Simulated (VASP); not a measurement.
# Nb4H in VASP: notebook

Nb4H is run at these levels: LDA; tasks: single point.

Everything below comes from runs of VASP 6.6.1. Logs are shortened: lines on timing, memory, paths and dates and some standing lists are left out, and cuts for length are marked.

### Step 1. The cell of the first run

The cell holds a slab with vacuum, 5 atoms: a = 2.927 Å, b = 4.139 Å, c = 21.258 Å, α = 90.00°, β = 90.00°, γ = 90.00°.

### Step 2. Single point, LDA

File INCAR:

```
PREC     = Accurate       # precision mode
ENCUT    = 520            # plane-wave cutoff, eV
EDIFF    = 1E-6           # SCF threshold, eV
ISMEAR   = 0              # smearing method
SIGMA    = 0.1            # smearing width, eV
LREAL    = False          # projectors in reciprocal space
LASPH    = True           # aspherical terms in the spheres
NELM     = 100            # most SCF steps
ALGO     = Normal         # electronic algorithm
ISIF     = 2              # what is computed and relaxed
LWAVE    = False          # write WAVECAR
LCHARG   = True           # write CHGCAR
LDIPOL   = True         
IDIPOL   = 3            
DIPOL    = 0.5 0.5 0.334
LELF     = True           # ELF
LVHAR    = True         
LVACPOTAV= True         
NBANDS   = 34             # bands
```

File KPOINTS:

```
Automatic mesh
0
Gamma
  9 7 1
```

File POSCAR:

```
Nb4H
1.0
    2.9270177669      0.0000000000      0.0000000000
    0.0000000000      4.1394282232      0.0000000000
    0.0000000000      0.0000000000     21.2576690685
Nb H
4 1
Direct
    0.5000000000      0.5000000000      0.1881673850
    0.0000000000      0.0000000000      0.2570135449
    0.5000000000      0.5000000000      0.3306382692
    0.0000000000      0.0000000000      0.3884559987
    0.0000000000      0.3333333333      0.5065310328
```

Potentials or basis: VASP PAW LDA potentials, release 64 (Nb_sv, H).

Launch:

```sh
> cat potpaw_LDA.64/Nb_sv/POTCAR potpaw_LDA.64/H/POTCAR > POTCAR
> mpirun -np 1 vasp_std > vasp.out
```

OUTCAR:

```text
PREC = Accurate
   ENCUT = 520
   EDIFF = 1E-6
   ISMEAR = 0
   LREAL = False
   LASPH = True
   NELM = 100
   ISIF = 2

 ion  position               nearest neighbor table
   1  0.500  0.500  0.188-   2 2.93   2 2.93   2 2.93   2 2.93   3 3.03
   2  0.000  0.000  0.257-   4 2.79   1 2.93   1 2.93   1 2.93   1 2.93   3 2.98   3 2.98   3 2.98
                             3 2.98
   3  0.500  0.500  0.331-   4 2.82   4 2.82   4 2.82   4 2.82   2 2.98   2 2.98   2 2.98   2 2.98
                             1 3.03
   4  0.000  0.000  0.388-   2 2.79   3 2.82   3 2.82   3 2.82   3 2.82
   5  0.000  0.333  0.507-

  LATTYP: Found a simple orthorhombic cell.
 ALAT       =     2.9270177669
 B/A-ratio  =     1.4142135624
 C/A-ratio  =     7.2625691955

  Lattice vectors:

 A1 = (   2.9270177669,   0.0000000000,   0.0000000000)
 A2 = (   0.0000000000,   4.1394282232,   0.0000000000)
 A3 = (   0.0000000000,   0.0000000000,  21.2576690685)

Analysis of symmetry for initial positions (statically):
=====================================================================
 Subroutine PRICEL returns:
 Original cell was already a primitive cell.

 Routine SETGRP: Setting up the symmetry group for a
 simple orthorhombic supercell.

 Subroutine GETGRP returns: Found  2 space group operations
 (whereof  2 operations were pure point group operations)
 out of a pool of  8 trial point group operations.

The static configuration has the point symmetry C_1h.

Analysis of symmetry for dynamics (positions and initial velocities):
=====================================================================
 Subroutine PRICEL returns:
 Original cell was already a primitive cell.

 Routine SETGRP: Setting up the symmetry group for a
 simple orthorhombic supercell.

 Subroutine GETGRP returns: Found  2 space group operations
 (whereof  2 operations were pure point group operations)
 out of a pool of  8 trial point group operations.

The dynamic configuration has the point symmetry C_1h.

 Subroutine INISYM returns: Found  2 space group operations
 (whereof  2 operations are pure point group operations),
 and found     1 'primitive' translations

----------------------------------------------------------------------------------------

                                     Primitive cell

  volume of cell :     257.5617

  direct lattice vectors                    reciprocal lattice vectors
     2.927017767  0.000000000  0.000000000     0.341644663  0.000000000  0.000000000
     0.000000000  4.139428223  0.000000000     0.000000000  0.241579258  0.000000000
     0.000000000  0.000000000 21.257669069     0.000000000  0.000000000  0.047041846

  length of vectors
     2.927017767  4.139428223 21.257669069     0.341644663  0.241579258  0.047041846

  position of ions in fractional coordinates (direct lattice)
     0.500000000  0.500000000  0.188167385
     0.000000000  0.000000000  0.257013545
     0.500000000  0.500000000  0.330638269
     0.000000000  0.000000000  0.388455999
     0.000000000  0.333333333  0.506531033

  ion indices of the primitive-cell ions
   primitive index   ion index
                 1           1
                 2           2
                 3           3
                 4           4
                 5           5

----------------------------------------------------------------------------------------

 KPOINTS: Automatic mesh

Automatic generation of k-mesh.
 Grid dimensions read from file:
 generate k-points for:    9    7    1

 Generating k-lattice:

  Cartesian coordinates                     Fractional coordinates (reciprocal lattice)
     0.037960518  0.000000000  0.000000000     0.111111111  0.000000000  0.000000000
     0.000000000  0.034511323  0.000000000     0.000000000  0.142857143  0.000000000
     0.000000000  0.000000000  0.047041846     0.000000000  0.000000000  1.000000000

  Length of vectors
     0.037960518  0.034511323  0.047041846

  Shift w.r.t. Gamma in fractional coordinates (k-lattice)
     0.000000000  0.000000000  0.000000000

 Subroutine IBZKPT returns following result:
 ===========================================

 Found     20 irreducible k-points:

 Following reciprocal coordinates:
            Coordinates               Weight
  0.000000  0.000000  0.000000      1.000000
  0.111111  0.000000  0.000000      2.000000
  0.222222  0.000000  0.000000      2.000000
  0.333333  0.000000  0.000000      2.000000
  0.444444  0.000000  0.000000      2.000000
  0.000000  0.142857  0.000000      2.000000
[... 12 lines left out ...]
  0.333333  0.428571  0.000000      4.000000
  0.444444  0.428571  0.000000      4.000000
   k-points           NKPTS =     20   k-points in BZ     NKDIM =     20   number of bands    NBANDS=     34
   number of dos      NEDOS =    301   number of ions     NIONS =      5
   total plane-waves  NPLWV = 122880
   dimension x,y,z NGX =    24 NGY =   32 NGZ =  160
   dimension x,y,z NGXF=    48 NGYF=   64 NGZF=  320
   ions per type =               4   1
   NGX,Y,Z   is equivalent  to a cutoff of  13.63, 12.85, 12.51 a.u.
   NGXF,Y,Z  is equivalent  to a cutoff of  27.26, 25.70, 25.03 a.u.
 SYSTEM =  unknown system
   PREC   = accura    normal or accurate (medium, high low for compatibility)
   ISTART =      0    job   : 0-new  1-cont  2-samecut
   ICHARG =      2    charge: 1-file 2-atom 10-const
   ISPIN  =      1    spin polarized calculation?
   LNONCOLLINEAR =      F non collinear calculations
   LSORBIT =      F    spin-orbit coupling
   LASPH  =      T    aspherical Exc in radial PAW
   ENCUT  =  520.0 eV  38.22 Ry    6.18 a.u.   5.44  7.70 39.53*2*pi/ulx,y,z
   NELM   =    100;   NELMIN=  2; NELMDL= -5     # of ELM steps
   EDIFF  = 0.1E-05   stopping-criterion for ELM
   LREAL  =      F    real-space projection
   EDIFFG = 0.1E-04   stopping-criterion for IOM
   NSW    =      0    number of steps for IOM
   IBRION =     -1    ionic relax: 0-MD 1-quasi-New 2-CG
   NFREE  =      0    steps in history (QN), initial steepest desc. (CG)
   ISIF   =      2    stress and relaxation
   ISYM   =      2    0-nonsym 1-usesym 2-fastsym
   POTIM  = 0.5000    time-step for ionic-motion
   TEBEG  =    0.0;   TEEND  =   0.0 temperature during run
   PSTRESS=    0.0 pullay stress
   NELECT =      53.0000    total number of electrons
   NUPDOWN=      -1.0000    fix difference up-down
   EMIN   =  10.00;   EMAX   =-10.00  energy-range for DOS
   EFERMI =   0.00;   METHOD = LEGACY
   ISMEAR =     0;   SIGMA  =   0.10  broadening in eV -4-tet -1-fermi 0-gaus
   EFERMI_NEDOS =   21; number of points for ismear=-14 and -15
   IALGO  =     38    algorithm
   IMIX   =      4    mixing-type and parameters
     AMIX     =   0.40;   BMIX     =  1.00
     AMIX_MAG =   1.60;   BMIX_MAG =  1.00
  volume/ion in A,a.u.               =      51.51       347.62
  Fermi-wavevector in a.u.,A,eV,Ry     =   0.966510  1.826439 12.709767  0.934142
  Thomas-Fermi vector in A             =   2.096318
   LORBIT       =      0    0 simple, 1 ext, 2 COOP (PROOUT), +10 PAW based schemes
   GGA     = CA    functional components
   LHFCALC =     F    Hartree Fock is set to
   AEXX    =    0.0000 exact exchange contribution
   IVDW    =     0    specifies the selected vdW correction
   LEPSILON=     F    determine dielectric tensor
   LRPA    =     F    only Hartree local field effects (RPA)
 non-spin polarized calculation
 Gauss-broadening in eV      SIGMA  =   0.10
  energy-cutoff  :      520.00
  volume of cell :      257.56
 maximum number of plane-waves:      6993
 NGX is ok and might be reduce to    24
   NGX = 11   NGY = 15   NGZ = 79

 dipolmoment           0.000000      0.000000     -0.301382 electrons x Angstroem

 number of electron      52.9999999 magnetization

 dipolmoment           0.000000      0.000000      0.159018 electrons x Angstroem

 Free energy of the ion-electron system (eV)
  ---------------------------------------------------
  ext. energy  EPLUGINS =         0.00000000
  ---------------------------------------------------
  free energy    TOTEN  =       -41.47903162 eV

  energy without entropy =      -41.44944400  energy(sigma->0) =      -41.46423781

 E-fermi :  -0.3010     XC(G=0):  -4.9863

 val. band max:       -0.3163612431   @ k =   0.4444   0.2857   0.0000
 cond. band min:      -0.2674702593   @ k =   0.3333   0.2857   0.0000
 fundamental gap:      0.0488909839
 Fermi energy:        -0.3010157413

 k-point     1 :       0.0000    0.0000    0.0000
  band No.  band energies     occupation
      1     -54.8867      2.00000
      2     -54.8329      2.00000
      3     -54.5747      2.00000
      4     -54.4391      2.00000
      5     -31.5085      2.00000
      6     -31.3078      2.00000
[... 26 lines left out ...]
     33       1.6962      0.00000
     34       1.9973      0.00000

 k-point     2 :       0.1111    0.0000    0.0000
  band No.  band energies     occupation
      1     -54.8733      2.00000
      2     -54.8196      2.00000
      3     -54.5668      2.00000
      4     -54.4359      2.00000
      5     -31.4660      2.00000
      6     -31.3073      2.00000
[... 26 lines left out ...]
     33       1.9470      0.00000
     34       2.0208      0.00000

 k-point     3 :       0.2222    0.0000    0.0000
  band No.  band energies     occupation
      1     -54.8396      2.00000
      2     -54.7844      2.00000
      3     -54.5465      2.00000
      4     -54.4290      2.00000
      5     -31.3478      2.00000
      6     -31.3239      2.00000
[... 26 lines left out ...]
     33       1.8278      0.00000
     34       2.1681      0.00000

 k-point     4 :       0.3333    0.0000    0.0000
  band No.  band energies     occupation
      1     -54.8015      2.00000
      2     -54.7412      2.00000
      3     -54.5226      2.00000
      4     -54.4240      2.00000
      5     -31.4061      2.00000
      6     -31.3294      2.00000
[... 26 lines left out ...]
     33       2.1617      0.00000
     34       2.4774      0.00000

 k-point     5 :       0.4444    0.0000    0.0000
  band No.  band energies     occupation
      1     -54.7768      2.00000
      2     -54.7109      2.00000
      3     -54.5061      2.00000
      4     -54.4233      2.00000
      5     -31.4912      2.00000
      6     -31.4460      2.00000
[... 473 lines left out ...]
 k-point    18 :       0.2222    0.4286    0.0000
  band No.  band energies     occupation
      1     -54.8214      2.00000
      2     -54.7564      2.00000
      3     -54.5511      2.00000
      4     -54.4694      2.00000
      5     -31.4699      2.00000
      6     -31.3741      2.00000
[... 26 lines left out ...]
     33       1.0888      0.00000
     34       1.4213      0.00000

 k-point    19 :       0.3333    0.4286    0.0000
  band No.  band energies     occupation
      1     -54.7935      2.00000
      2     -54.7272      2.00000
      3     -54.5234      2.00000
      4     -54.4424      2.00000
      5     -31.4963      2.00000
      6     -31.4238      2.00000
[... 26 lines left out ...]
     33       1.5418      0.00000
     34       1.9920      0.00000

 k-point    20 :       0.4444    0.4286    0.0000
  band No.  band energies     occupation
      1     -54.7752      2.00000
      2     -54.7081      2.00000
      3     -54.5053      2.00000
      4     -54.4246      2.00000
      5     -31.6119      2.00000
      6     -31.5586      2.00000
[... 26 lines left out ...]
     33       1.9057      0.00000
     34       2.3656      0.00000

------------------------ aborting loop because EDIFF is reached ----------------------------------------

  FORCE on cell =-STRESS in cart. coord.  units (eV):
  Direction    XX          YY          ZZ          XY          YZ          ZX
  --------------------------------------------------------------------------------------
  -------------------------------------------------------------------------------------
  Total       -7.3928075     -7.2841283     -4.8365447      0.0000000     -0.8207470      0.0000000
  in kB      -45.9873752    -45.3113303    -30.0859985      0.0000000     -5.1055027      0.0000000
  external PRESSURE =     -40.4615680 kB  Pullay stress =       0.0000000 kB

 VOLUME and BASIS-vectors are now :
 -----------------------------------------------------------------------------
  energy-cutoff  :      520.00
  volume of cell :      257.56
      direct lattice vectors                 reciprocal lattice vectors
     2.927017767  0.000000000  0.000000000     0.341644663  0.000000000  0.000000000
     0.000000000  4.139428223  0.000000000     0.000000000  0.241579258  0.000000000
     0.000000000  0.000000000 21.257669069     0.000000000  0.000000000  0.047041846

 POSITION                                       TOTAL-FORCE (eV/Angst)
 -----------------------------------------------------------------------------------
      1.46351      2.06971      4.00000         0.000000      0.022518      1.322997
      0.00000      0.00000      5.46351         0.000000     -0.058811     -1.356079
      1.46351      2.06971      7.02860         0.000000     -0.273628     -0.086292
      0.00000      0.00000      8.25767         0.000000      0.798159      1.332715
      0.00000      1.37981     10.76767         0.000000     -0.488237     -1.213341
 -----------------------------------------------------------------------------------
    total drift:                                0.000000     -0.000043     -0.000829

  FREE ENERGIE OF THE ION-ELECTRON SYSTEM (eV)
  ---------------------------------------------------
  free  energy   TOTEN  =       -41.4790316167 eV

  energy  without entropy=      -41.4494439993  energy(sigma->0) =      -41.46423781

 vacuum level on the upper side and lower side of the slab         5.940         3.565
```

Wall time 2.6 min (1 thread of Intel Xeon 6975P-C (Granite Rapids), shared host); peak memory 0.34 GiB.

What came out:

```
Free energy   : -41.4790 eV
Largest force : 1.553 eV/Å
```

Forces on the atoms (eV/Å):
```
Nb   0.000  0.023  1.323
Nb   0.000 -0.059 -1.356
Nb   0.000 -0.274 -0.086
Nb   0.000  0.798  1.333
H    0.000 -0.488 -1.213
```

### Step 3. Single point, LDA

File INCAR:

```
PREC = Accurate
ENCUT = 520
EDIFF = 1E-6
ISMEAR = 0
SIGMA = 0.1
LREAL = False
LASPH = True
NELM = 60
ALGO = Normal
ISIF = 2
LWAVE = False
LCHARG = False
LDIPOL = True
IDIPOL = 3
DIPOL = 0.5 0.5 0.345
GGA = CA
NBANDS = 34
```

KPOINTS is that of step 2.

POSCAR: that of step 2 with these lines changed.

```diff
@@ -12,2 +12,2 @@
     0.0000000000      0.0000000000      0.3884559987
-    0.0000000000      0.3333333333      0.5065310328
+    0.0000000000      0.3333333333      0.5629812483
```

Potentials or basis: VASP PAW LDA potentials, release 64 (Nb_sv, H).

Launch:

```sh
> cat potpaw_LDA.64/Nb_sv/POTCAR potpaw_LDA.64/H/POTCAR > POTCAR
> mpirun -np 1 vasp_std > vasp.out
```

Wall time 3.4 min (1 thread of Intel Xeon 6975P-C (Granite Rapids), shared host); peak memory 0.35 GiB.

Results (log left out):

```
Free energy   : -40.5912 eV
Largest force : 1.469 eV/Å
```

Forces in eV/Å, atoms in the order of the input:
```
Nb   0.000  0.006  1.414
Nb   0.000 -0.002 -1.469
Nb   0.000 -0.045 -0.111
Nb   0.000  0.117  0.527
H    0.000 -0.075 -0.360
```

Levels at points of the mesh, in eV from the Fermi level:
| k point | band 22 | band 23 | band 24 | band 25 | band 26 | band 27 | band 28 | band 29 | band 30 | band 31 |
| --- | --- | --- | --- | --- | --- | --- | --- | --- | --- | --- |
| (0.00, 0.00, 0.00) | -1.58 | -1.22 | -0.96 | -0.48 | -0.30 | 0.12 | 0.33 | 0.34 | 0.57 | 1.49 |
